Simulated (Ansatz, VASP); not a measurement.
# BaTe in VASP and in Ansatz

```
Ba Te
1.0
     0.00000    3.41000    3.41000
     3.41000    0.00000    3.41000
     3.41000    3.41000    0.00000
Ba Te
1 1
Cartesian
  0.0000 0.0000 0.0000
  3.4100 3.4100 3.3350
```

Change from the starting cell: all Te atoms moved +0.075 Å, as atom 2 towards its neighbour atom 1 (Ba) at 3.410 Å.

Alike in both runs: task single point; functional PBE; k mesh 8 × 8 × 8; occupations gaussian, width 0.05 eV; no spin polarisation.

|  | VASP | Ansatz |
| --- | --- | --- |
| version | VASP 6.6.1 | Ansatz 0.2.0 |
| potentials or method | VASP PAW PBE potentials, release 64 (Ba_sv, Te), cutoff 520 eV | scalar-relativistic, plane waves, PAW |
| valence electrons in the cell | 16 | 26 |

|  | VASP | Ansatz | Ansatz less VASP |
| --- | --- | --- | --- |
| gap on the k mesh at the Fermi level (eV) | 1.34 | 1.44 | +0.099 |
| least direct gap on the mesh (eV) | 1.71 | 1.77 | +0.061 |
| pressure (GPa) | 4.3 | 3.9 | -0.44 |
| traceless stress, the component that is largest in VASP (GPa) | 0.17 | 0.16 | -0.009 |
| rms of the force components (eV/Å) | 0.135 | 0.129 | -0.0062 |

Atom by atom the forces differ by 0.006 eV/Å (rms over components). VASP's potentials hold 16 valence electrons a cell and Ansatz's 26, so a difference there can come from the potentials and not from the codes.

Spin-orbit coupling is off throughout.
